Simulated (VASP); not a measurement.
## Sb: electric field gradients with PBEsol

Sb:

```
Sb
1.0
     2.16837    1.25191    3.77494
    -2.16837    1.25191    3.77494
     0.00000   -2.50382    3.77494
Sb
2
Cartesian
  0.0000 0.0000 2.6459
  0.0000 0.0000 8.6789
```

| Item | Value |
| --- | --- |
| Program | VASP 6.6.1 |
| Task | electric field gradients |
| Functional | PBEsol |
| Potentials or basis | VASP PAW PBE potentials, release 64 (Sb) |
| Cutoff | 520 eV |
| k mesh | 9 × 9 × 9 |
| Occupations | fermi-dirac, width 0.05 eV |
| Spin | no spin polarisation |
| Dipole correction | no |
| Further INCAR settings | ALGO = Normal; EDIFF = 1e-08; NBANDS = 12 |

```
Pressure                                : -0.8 GPa
Largest force                           : 0.071 eV/Å
Largest electric field gradient by atom : Sb -42.8 V/Å²
```

Forces on the atoms (eV/Å):
```
Sb   0.000  0.000  0.071
Sb   0.000  0.000 -0.071
```

Stress tensor (GPa, compression positive):
```
-0.72  0.00  0.00
 0.00 -0.72  0.00
 0.00  0.00 -1.01
```

Levels at points of the mesh, in eV from the Fermi level:
```
           k point  band 1  band 2  band 3  band 4  band 5  band 6  band 7  band 8  band 9  band 10
(0.00, 0.00, 0.00)  -12.56   -4.86   -1.96   -1.72   -1.72    2.10    2.71    2.71    5.11     5.11
```

Electric field gradients, principal values (V/Å²):
| atom | least | middle | greatest (by size) |
| --- | --- | --- | --- |
| 1 Sb | 21.414 | 21.414 | -42.828 |
| 2 Sb | 21.414 | 21.414 | -42.828 |

Run time: 120 s on 1 thread of Intel Xeon 8259CL, with other jobs on the host, peak memory 0.23 GiB.

Caveat: without QUAD_EFG the Cq values of the log hold for a quadrupole moment of 1 mb, not for the nuclei; the PAW data sets were made with another functional, which shifts forces and pressure a little; spin-orbit coupling is left out, which moves the levels of the heavy elements.
